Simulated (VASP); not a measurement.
# BC (Pmmm) in VASP: single point with PBE

Aim: the single point of BC with PBE.

All numbers are computed with VASP 6.6.1; they aren't measurements. Logs are shortened: lines on timing, memory, paths and dates and some standing lists are left out, and cuts for length are marked.

## (1) The cell of the first run

It takes space group Pmmm (No. 47, orthorhombic). Conventional cell: a = 1.859 Å, b = 1.996 Å, c = 3.377 Å, α = 90.00°, β = 90.00°, γ = 90.00°. B (site symmetry mmm) has 2 C at 1.69 Å and 4 B at 1.86 to 2.00 Å within 2.2 Å. C (site symmetry mmm) has 2 B at 1.69 Å and 4 C at 1.86 to 2.00 Å within 2.2 Å.

The cell was built from a structure type or drawn by symmetry, and may not be a known phase.

## (2) Single point, PBE

File INCAR:

```
ALGO = Normal
EDIFF = 1E-6
ENCUT = 600
GGA = PE
GGA_COMPAT = False
ISIF = 2
ISMEAR = 0
LASPH = True
LCHARG = True
LELF = True
LREAL = False
LVHAR = True
LWAVE = False
NBANDS = 15
NELM = 120
PREC = Accurate
SIGMA = 0.1
```

File KPOINTS:

```
k-points
0
Gamma
  6 6 8
```

File POSCAR:

```
BC
1.0
    3.7187161220      0.0000000000      0.0000000000
    0.0000000000      3.3765701741      0.0000000000
    0.0000000000      0.0000000000      1.9962426337
B C
2 2
Direct
    0.2500000000      0.0000000000     -0.0000093442
    0.7500000000      0.0000000000      1.0000093442
    0.2500000000      0.5000000000      0.0000205372
    0.7500000000      0.5000000000     -0.0000205372
```

Potentials or basis: VASP PAW PBE potentials, release 64 (B, C).

Run with:

```bash
$ cat potpaw_PBE.64/B/POTCAR potpaw_PBE.64/C/POTCAR > POTCAR
$ mpirun -np 1 vasp_std > vasp.out
```

OUTCAR:

```text
EDIFF = 1E-6
   ENCUT = 600
   GGA = PE
   ISIF = 2
   ISMEAR = 0
   LASPH = True
   LREAL = False
   NELM = 120
   PREC = Accurate

 ion  position               nearest neighbor table
   1  0.250  0.000  1.000-   3 1.69   3 1.69   2 1.86   2 1.86
   2  0.750  0.000  0.000-   4 1.69   4 1.69   1 1.86   1 1.86
   3  0.250  0.500  0.000-   1 1.69   1 1.69   4 1.86   4 1.86
   4  0.750  0.500  1.000-   2 1.69   2 1.69   3 1.86   3 1.86

  LATTYP: Found a simple orthorhombic cell.
 ALAT       =     1.9962426337
 B/A-ratio  =     1.6914628097
 C/A-ratio  =     1.8628577805

  Lattice vectors:

 A1 = (   0.0000000000,   0.0000000000,  -1.9962426337)
 A2 = (   0.0000000000,   3.3765701741,   0.0000000000)
 A3 = (   3.7187161220,   0.0000000000,   0.0000000000)

Analysis of symmetry for initial positions (statically):
=====================================================================
 Subroutine PRICEL returns:
 Original cell was already a primitive cell.

 Routine SETGRP: Setting up the symmetry group for a
 simple orthorhombic supercell.

 Subroutine GETGRP returns: Found  8 space group operations
 (whereof  4 operations were pure point group operations)
 out of a pool of  8 trial point group operations.

The static configuration has the point symmetry C_2h.
 The point group associated with its full space group is D_2h.

Analysis of symmetry for dynamics (positions and initial velocities):
=====================================================================
 Subroutine PRICEL returns:
 Original cell was already a primitive cell.

 Routine SETGRP: Setting up the symmetry group for a
 simple orthorhombic supercell.

 Subroutine GETGRP returns: Found  8 space group operations
 (whereof  4 operations were pure point group operations)
 out of a pool of  8 trial point group operations.

The dynamic configuration has the point symmetry C_2h.
 The point group associated with its full space group is D_2h.

 Subroutine INISYM returns: Found  8 space group operations
 (whereof  4 operations are pure point group operations),
 and found     1 'primitive' translations

----------------------------------------------------------------------------------------

                                     Primitive cell

  volume of cell :      25.0658

  direct lattice vectors                    reciprocal lattice vectors
     3.718716122  0.000000000  0.000000000     0.268910013  0.000000000  0.000000000
     0.000000000  3.376570174  0.000000000     0.000000000  0.296158512  0.000000000
[... 104 lines left out ...]
   ISMEAR =     0;   SIGMA  =   0.10  broadening in eV -4-tet -1-fermi 0-gaus
   EFERMI_NEDOS =   21; number of points for ismear=-14 and -15
   IALGO  =     38    algorithm
   IMIX   =      4    mixing-type and parameters
     AMIX     =   0.40;   BMIX     =  1.00
     AMIX_MAG =   1.60;   BMIX_MAG =  1.00
  volume/ion in A,a.u.               =       6.27        42.29
  Fermi-wavevector in a.u.,A,eV,Ry     =   1.348208  2.547743 24.730820  1.817664
  Thomas-Fermi vector in A             =   2.475895
   LORBIT       =      0    0 simple, 1 ext, 2 COOP (PROOUT), +10 PAW based schemes
   GGA     = PE    functional components
   LHFCALC =     F    Hartree Fock is set to
   AEXX    =    0.0000 exact exchange contribution
   IVDW    =     0    specifies the selected vdW correction
   LEPSILON=     F    determine dielectric tensor
   LRPA    =     F    only Hartree local field effects (RPA)
 non-spin polarized calculation
 Gauss-broadening in eV      SIGMA  =   0.10
  energy-cutoff  :      600.00
  volume of cell :       25.07
 maximum number of plane-waves:       856
 NGX is ok and might be reduce to    30
   NGX = 15   NGY = 13   NGZ =  7

 number of electron      14.0000000 magnetization

 Free energy of the ion-electron system (eV)
  ---------------------------------------------------
  ext. energy  EPLUGINS =         0.00000000
  ---------------------------------------------------
  free energy    TOTEN  =       -24.41062880 eV

  energy without entropy =      -24.40598814  energy(sigma->0) =      -24.40830847

 E-fermi :   8.4015     XC(G=0): -12.9195

 val. band max:        8.3259209668   @ k =   0.1667   0.3333   0.3750
 cond. band min:       8.4321057672   @ k =   0.0000   0.1667   0.3750
 fundamental gap:      0.1061848004
 Fermi energy:         8.4014944012

 k-point     1 :       0.0000    0.0000    0.0000
  band No.  band energies     occupation
      1     -10.4434      2.00000
      2      -1.7641      2.00000
      3      -1.6651      2.00000
      4      -1.1876      2.00000
      5       2.3295      2.00000
      6       4.1430      2.00000
      7       6.7850      2.00000
      8      12.6243      0.00000
      9      14.5120      0.00000
     10      17.7548      0.00000
     11      17.7926      0.00000
     12      17.9300      0.00000
     13      22.2057      0.00000
     14      24.8666      0.00000
[... 401 lines left out ...]
      2      -7.5292      2.00000
      3      -0.3929      2.00000
      4      -0.3929      2.00000
      5       6.2896      2.00000
      6       6.2896      2.00000
      7       9.1204      0.00000
      8       9.1204      0.00000
      9      13.8526      0.00000
     10      13.8526      0.00000
     11      16.9930      0.00000
     12      16.9930      0.00000
     13      21.9715      0.00000
     14      21.9715      0.00000
     15      25.0522      0.00000

 [... further k-points ...]

------------------------ aborting loop because EDIFF is reached ----------------------------------------

  FORCE on cell =-STRESS in cart. coord.  units (eV):
  Direction    XX          YY          ZZ          XY          YZ          ZX
  --------------------------------------------------------------------------------------
  -------------------------------------------------------------------------------------
  Total       -0.0264129      0.0455031     -0.0472844      0.0000000      0.0000000      0.0000000
  in kB       -1.6882810      2.9085027     -3.0223627      0.0000000      0.0000000      0.0000000
  external PRESSURE =      -0.6007136 kB  Pullay stress =       0.0000000 kB

 VOLUME and BASIS-vectors are now :
 -----------------------------------------------------------------------------
  energy-cutoff  :      600.00
  volume of cell :       25.07
      direct lattice vectors                 reciprocal lattice vectors
     3.718716122  0.000000000  0.000000000     0.268910013  0.000000000  0.000000000
     0.000000000  3.376570174  0.000000000     0.000000000  0.296158512  0.000000000
     0.000000000  0.000000000  1.996242634     0.000000000  0.000000000  0.500941110

 POSITION                                       TOTAL-FORCE (eV/Angst)
 -----------------------------------------------------------------------------------
      0.92968      0.00000      1.99622         0.000000     -0.000000      0.000302
      2.78904      0.00000      0.00002        -0.000000      0.000000     -0.000302
      0.92968      1.68829      0.00004         0.000000     -0.000000     -0.000557
      2.78904      1.68829      1.99620        -0.000000      0.000000      0.000557
 -----------------------------------------------------------------------------------
    total drift:                                0.000000     -0.000000     -0.000000

  FREE ENERGIE OF THE ION-ELECTRON SYSTEM (eV)
  ---------------------------------------------------
  free  energy   TOTEN  =       -24.4106287956 eV

  energy  without entropy=      -24.4059881417  energy(sigma->0) =      -24.40830847
```

stdout:

```text
POSCAR found type information on POSCAR B C
 POSCAR found :  2 types and       4 ions
 scaLAPACK will be used
 LDA part: xc-table for (Slater+PW92), standard interpolation
 POSCAR, INCAR and KPOINTS ok, starting setup
 FFT: planning ... GRIDC
 FFT: planning ... GRID_SOFT
 FFT: planning ... GRID
 WAVECAR not read
 entering main loop
```

Run time: 15 s. Hardware: 1 thread of Intel Xeon 6975P-C (Granite Rapids), shared host; peak memory 0.14 GiB.

Results:

| Quantity | Value |
| --- | --- |
| Free energy | -24.4106 eV |
| Pressure | -0.1 GPa |
| Band gap on the k mesh | zero (bands 7 and 8 overlap by 7.68 eV) |

Caveat: the k points lie up to 0.39 Å⁻¹ apart, too coarse for converged energies and pressures of a metal.
